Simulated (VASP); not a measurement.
# HgTe (wurtzite type) (P6_3mc) in VASP: single point with PBE

Aim: the single point of HgTe (wurtzite type) with PBE.

All numbers are computed with VASP 6.6.1; they aren't measurements. Logs are shortened: lines on timing, memory, paths and dates and some standing lists are left out, and cuts for length are marked.

## (1) The cell of the first run

It takes space group P6_3mc (No. 186, hexagonal). The conventional cell has a = 4.128 Å, b = 4.128 Å, c = 7.342 Å, α = 90.00°, β = 90.00°, γ = 120.00°. Hg (site symmetry 3m) has 4 Te at 2.57 to 2.62 Å within 3.4 Å. Te (site symmetry 3m) has 4 Hg at 2.57 to 2.62 Å within 3.4 Å.

## (2) Single point, PBE

Input file INCAR:

```
PREC = Accurate ; ENCUT = 520
EDIFF = 1E-6 ; ISMEAR = -1
SIGMA = 0.08 ; LREAL = False
LASPH = True ; NELM = 80
ALGO = Normal ; ISIF = 2
LWAVE = False ; LCHARG = False
GGA = PE ; NBANDS = 26
```

Input file KPOINTS:

```
regular mesh
0
Gamma
  9 9 5
```

Input file POSCAR:

```
HgTe
1.0
    4.1280472344      0.0000000000      0.0000000000
   -2.0640236172      3.5749937730      0.0000000000
    0.0000000000      0.0000000000      7.3420265569
Hg Te
2 2
Direct
    0.3333333333      0.6666666667      0.0126428853
    0.6666666667      0.3333333333      0.5126428853
    0.3333333333      0.6666666667      0.3633571147
    0.6666666667      0.3333333333      0.8633571147
```

Potentials or basis: VASP PAW PBE potentials, release 64 (Hg, Te).

Started as:

```
cat potpaw_PBE.64/Hg/POTCAR potpaw_PBE.64/Te/POTCAR > POTCAR
mpirun -np 1 vasp_std > vasp.out
```

OUTCAR:

```text
PREC = Accurate
   ENCUT = 520
   EDIFF = 1E-6
   ISMEAR = -1
   LREAL = False
   LASPH = True
   NELM = 80
   ISIF = 2
   GGA = PE

 ion  position               nearest neighbor table
   1  0.333  0.667  0.013-   3 2.57   4 2.62   4 2.62   4 2.62
   2  0.667  0.333  0.513-   4 2.57   3 2.62   3 2.62   3 2.62
   3  0.333  0.667  0.363-   1 2.57   2 2.62   2 2.62   2 2.62
   4  0.667  0.333  0.863-   2 2.57   1 2.62   1 2.62   1 2.62

  LATTYP: Found a hexagonal cell.
 ALAT       =     4.1280472344
 C/A-ratio  =     1.7785713535

  Lattice vectors:

 A1 = (   4.1280472344,   0.0000000000,   0.0000000000)
 A2 = (  -2.0640236172,   3.5749937730,   0.0000000000)
 A3 = (   0.0000000000,   0.0000000000,   7.3420265569)

Analysis of symmetry for initial positions (statically):
=====================================================================
 Subroutine PRICEL returns:
 Original cell was already a primitive cell.

 Routine SETGRP: Setting up the symmetry group for a
 hexagonal supercell.

 Subroutine GETGRP returns: Found 12 space group operations
 (whereof  6 operations were pure point group operations)
 out of a pool of 24 trial point group operations.

The static configuration has the point symmetry C_3v.
 The point group associated with its full space group is C_6v.

Analysis of symmetry for dynamics (positions and initial velocities):
=====================================================================
 Subroutine PRICEL returns:
 Original cell was already a primitive cell.

 Routine SETGRP: Setting up the symmetry group for a
 hexagonal supercell.

 Subroutine GETGRP returns: Found 12 space group operations
 (whereof  6 operations were pure point group operations)
 out of a pool of 24 trial point group operations.

The dynamic configuration has the point symmetry C_3v.
 The point group associated with its full space group is C_6v.

 Subroutine INISYM returns: Found 12 space group operations
 (whereof  6 operations are pure point group operations),
 and found     1 'primitive' translations

----------------------------------------------------------------------------------------

                                     Primitive cell

  volume of cell :     108.3517

  direct lattice vectors                    reciprocal lattice vectors
[... 89 lines left out ...]
   ENCUT  =  520.0 eV  38.22 Ry    6.18 a.u.   7.68  7.68 13.65*2*pi/ulx,y,z
   NELM   =     80;   NELMIN=  2; NELMDL= -5     # of ELM steps
   EDIFF  = 0.1E-05   stopping-criterion for ELM
   LREAL  =      F    real-space projection
   EDIFFG = 0.1E-04   stopping-criterion for IOM
   NSW    =      0    number of steps for IOM
   IBRION =     -1    ionic relax: 0-MD 1-quasi-New 2-CG
   NFREE  =      0    steps in history (QN), initial steepest desc. (CG)
   ISIF   =      2    stress and relaxation
   ISYM   =      2    0-nonsym 1-usesym 2-fastsym
   POTIM  = 0.5000    time-step for ionic-motion
   TEBEG  =    0.0;   TEEND  =   0.0 temperature during run
   PSTRESS=    0.0 pullay stress
   NELECT =      36.0000    total number of electrons
   NUPDOWN=      -1.0000    fix difference up-down
   EMIN   =  10.00;   EMAX   =-10.00  energy-range for DOS
   EFERMI =   0.00;   METHOD = LEGACY
   ISMEAR =    -1;   SIGMA  =   0.08  broadening in eV -4-tet -1-fermi 0-gaus
   EFERMI_NEDOS =   21; number of points for ismear=-14 and -15
   IALGO  =     38    algorithm
   IMIX   =      4    mixing-type and parameters
     AMIX     =   0.40;   BMIX     =  1.00
     AMIX_MAG =   1.60;   BMIX_MAG =  1.00
  volume/ion in A,a.u.               =      27.09       182.80
  Fermi-wavevector in a.u.,A,eV,Ry     =   1.133871  2.142706 17.492517  1.285664
  Thomas-Fermi vector in A             =   2.270574
   LORBIT       =      0    0 simple, 1 ext, 2 COOP (PROOUT), +10 PAW based schemes
   GGA     = PE    functional components
   LHFCALC =     F    Hartree Fock is set to
   AEXX    =    0.0000 exact exchange contribution
   IVDW    =     0    specifies the selected vdW correction
   LEPSILON=     F    determine dielectric tensor
   LRPA    =     F    only Hartree local field effects (RPA)
 non-spin polarized calculation
  energy-cutoff  :      520.00
  volume of cell :      108.35
 maximum number of plane-waves:      2949
 NGX is ok and might be reduce to    32
   NGX = 15   NGY = 15   NGZ = 27

 number of electron      36.0000004 magnetization

 Free energy of the ion-electron system (eV)
  ---------------------------------------------------
  ext. energy  EPLUGINS =         0.00000000
  ---------------------------------------------------
  free energy    TOTEN  =        -5.20997691 eV

  energy without entropy =       -5.20856995  energy(sigma->0) =       -5.20927343

 E-fermi :   6.0145     XC(G=0):  -9.8070

 val. band max:        5.9351662961   @ k =   0.0000   0.0000   0.0000
 cond. band min:       6.5253271010   @ k =   0.1111  -0.0000   0.0000
 fundamental gap:      0.5901608050
 Fermi energy:         6.0145025351

 k-point     1 :       0.0000    0.0000    0.0000
  band No.  band energies     occupation
      1      -8.0935      2.00000
      2      -7.2271      2.00000
      3      -3.2714      2.00000
      4      -3.0211      2.00000
      5      -3.0211      2.00000
      6      -2.8289      2.00000
[... 685 lines left out ...]
     25      13.3317      0.00000
     26      13.3369      0.00000

 [... further k-points ...]

------------------------ aborting loop because EDIFF is reached ----------------------------------------

  FORCE on cell =-STRESS in cart. coord.  units (eV):
  Direction    XX          YY          ZZ          XY          YZ          ZX
  --------------------------------------------------------------------------------------
  -------------------------------------------------------------------------------------
  Total       15.0462711     15.0462711     15.0787797      0.0000000      0.0000000      0.0000000
  in kB      222.4864494    222.4864494    222.9671486      0.0000000      0.0000000      0.0000000
  external PRESSURE =     222.6466824 kB  Pullay stress =       0.0000000 kB

 VOLUME and BASIS-vectors are now :
 -----------------------------------------------------------------------------
  energy-cutoff  :      520.00
  volume of cell :      108.35
      direct lattice vectors                 reciprocal lattice vectors
     4.128047234  0.000000000  0.000000000     0.242245290  0.139860383  0.000000000
    -2.064023617  3.574993773  0.000000000     0.000000000  0.279720767  0.000000000
     0.000000000  0.000000000  7.342026557     0.000000000  0.000000000  0.136202177

 POSITION                                       TOTAL-FORCE (eV/Angst)
 -----------------------------------------------------------------------------------
     -0.00000      2.38333      0.09282         0.000000      0.000000     -0.009267
      2.06402      1.19166      3.76384        -0.000000      0.000000     -0.009267
     -0.00000      2.38333      2.66778        -0.000000     -0.000000      0.009267
      2.06402      1.19166      6.33879        -0.000000      0.000000      0.009267
 -----------------------------------------------------------------------------------
    total drift:                               -0.000000      0.000000      0.000965

  FREE ENERGIE OF THE ION-ELECTRON SYSTEM (eV)
  ---------------------------------------------------
  free  energy   TOTEN  =        -5.2099769062 eV

  energy  without entropy=       -5.2085699471  energy(sigma->0) =       -5.20927343
```

OSZICAR:

```text
N       E                     dE             d eps       ncg     rms          rms(c)
DAV:   1     0.247368051553E+03    0.24737E+03   -0.16520E+04  1872   0.124E+03
DAV:   2     0.513808552588E+01   -0.24223E+03   -0.23419E+03  2000   0.301E+02
DAV:   3    -0.563570141957E+01   -0.10774E+02   -0.10692E+02  2274   0.632E+01
DAV:   4    -0.576560537693E+01   -0.12990E+00   -0.12978E+00  2332   0.608E+00
DAV:   5    -0.576714535924E+01   -0.15400E-02   -0.15399E-02  2228   0.652E-01    0.173E+01
DAV:   6    -0.524550237316E+01    0.52164E+00   -0.11284E+00  2064   0.125E+01    0.125E+01
DAV:   7    -0.522453922052E+01    0.20963E-01   -0.56530E-01  2000   0.466E+00    0.214E+00
DAV:   8    -0.521018306853E+01    0.14356E-01   -0.99615E-02  1978   0.330E+00    0.161E+00
DAV:   9    -0.521010453014E+01    0.78538E-04   -0.10140E-02  2020   0.674E-01    0.387E-01
DAV:  10    -0.521000576209E+01    0.98768E-04   -0.97228E-04  2196   0.299E-01    0.146E-01
DAV:  11    -0.520997430132E+01    0.31461E-04   -0.18776E-04  1998   0.923E-02    0.404E-02
DAV:  12    -0.520997380088E+01    0.50045E-06   -0.24160E-05  2096   0.348E-02    0.187E-02
DAV:  13    -0.520997701645E+01   -0.32156E-05   -0.60756E-06  1986   0.182E-02    0.227E-03
DAV:  14    -0.520997690624E+01    0.11021E-06   -0.19247E-07  1242   0.246E-03
   1 F= -.52099769E+01 E0= -.52092734E+01  d E =-.140696E-02
```

It took 55 s on 1 thread of AMD EPYC 9R45 (Zen 5), shared host; peak memory 0.25 GiB.

What came out:

```yaml
Free_energy: -5.2100 eV
Pressure: 22.3 GPa
Largest_force: 0.009 eV/Å
Band_gap_on_the_k_mesh: zero (filled and empty bands touch)
```

Forces in eV/Å, atoms in the order of the input:
```
Hg   0.000  0.000 -0.009
Hg   0.000  0.000 -0.009
Te   0.000  0.000  0.009
Te   0.000  0.000  0.009
```

Caveat: the cell stands under pressure; semilocal functionals underestimate gaps, and a narrow one can read as zero; spin-orbit coupling is left out, which moves the levels of the heavy elements.

The gap in the log of VASP goes by the Fermi energy; the results here count the filled bands.